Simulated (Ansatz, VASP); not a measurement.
**Two plane-wave programs on Mg3ZnTe4**

INCAR

```
SYSTEM = Mg3ZnTe4
PREC = Accurate ; ENCUT = 520
EDIFF = 1E-6 ; ISMEAR = 0
SIGMA = 0.1 ; LREAL = .FALSE.
LASPH = .TRUE. ; NELM = 60
ALGO = Normal ; ISIF = 2
LWAVE = .FALSE. ; LCHARG = .TRUE.
GGA = PE ; LELF = .TRUE.
LVHAR = .TRUE. ; NBANDS = 31
```

File KPOINTS:

```
regular mesh
0
G
  3 3 1
  0 0 0
```

File POSCAR:

```
Mg3ZnTe4
1.0
    4.5375217717      0.0000000000      0.0000000000
   -2.2687608858      3.9296091245      0.0000000000
    0.0000000000      0.0000000000     14.9108318000
Mg Zn Te
3 1 4
Direct
    0.6666666667      0.3333333333      0.0049170000
    0.6666666667      0.3333333333      0.4954430000
    0.0000000000      0.0000000000      0.7502890000
    0.0000000000      0.0000000000      0.2503810000
    0.6666666667      0.3333333333      0.1947550000
    0.6666666667      0.3333333333      0.6844970000
    0.0000000000      0.0000000000      0.4304960000
    0.0000000000      0.0000000000      0.9392220000
```

Input for Ansatz:

```yaml
crystal:
  lattice:
    - [4.5375217717, 0.0, 0.0]
    - [-2.2687608858, 3.9296091245, 0.0]
    - [0.0, 0.0, 14.9108318]
  atoms:
    - { symbol: Mg, position: [0.6666666667, 0.3333333333, 0.004917] }
    - { symbol: Mg, position: [0.6666666667, 0.3333333333, 0.495443] }
    - { symbol: Mg, position: [0.0, 0.0, 0.750289] }
    - { symbol: Zn, position: [0.0, 0.0, 0.250381] }
    - { symbol: Te, position: [0.6666666667, 0.3333333333, 0.194755] }
    - { symbol: Te, position: [0.6666666667, 0.3333333333, 0.684497] }
    - { symbol: Te, position: [0.0, 0.0, 0.430496] }
    - { symbol: Te, position: [0.0, 0.0, 0.939222] }
basis:
  ecutwfc: 420
kpoints:
  mp_grid: { grid: [3, 3, 1] }
hamiltonian:
  xc: pbe
scf:
  occupations: { method: gaussian, width: 0.1 }
  lower_state_search: "off"
output:
  forces: true
  stress: true
  eigenvalues: true
```

Alike in both runs: task single point; functional PBE; k mesh 3 × 3 × 1; occupations gaussian, width 0.1 eV; no spin polarisation.

|  | VASP | Ansatz |
| --- | --- | --- |
| version | VASP 6.6.1 | Ansatz 0.2.0 |
| potentials or method | VASP PAW PBE potentials, release 64 (Mg, Zn, Te), cutoff 520 eV | scalar-relativistic, plane waves, PAW |
| valence electrons in the cell | 42 | 106 |

VASP gave:

- gap on the k mesh at the Fermi level (eV): 1.46
- least direct gap on the mesh (eV): 1.46
- pressure (GPa): 0.3
- traceless stress, the component that is largest in VASP (GPa): -0.62
- rms of the force components (eV/Å): 0.015

Problem. Which values does Ansatz return?

Solution. gap on the k mesh at the Fermi level (eV): 1.46; least direct gap on the mesh (eV): 1.46; pressure (GPa): 0.3; traceless stress, the component that is largest in VASP (GPa): -0.62; rms of the force components (eV/Å): 0.014.

Atom by atom the forces differ by 0.003 eV/Å (rms over components). VASP's potentials hold 42 valence electrons a cell and Ansatz's 106, so a difference there can come from the potentials and not from the codes.

The k mesh is coarse, so the values compare programs but aren't converged. Spin-orbit coupling is off throughout.
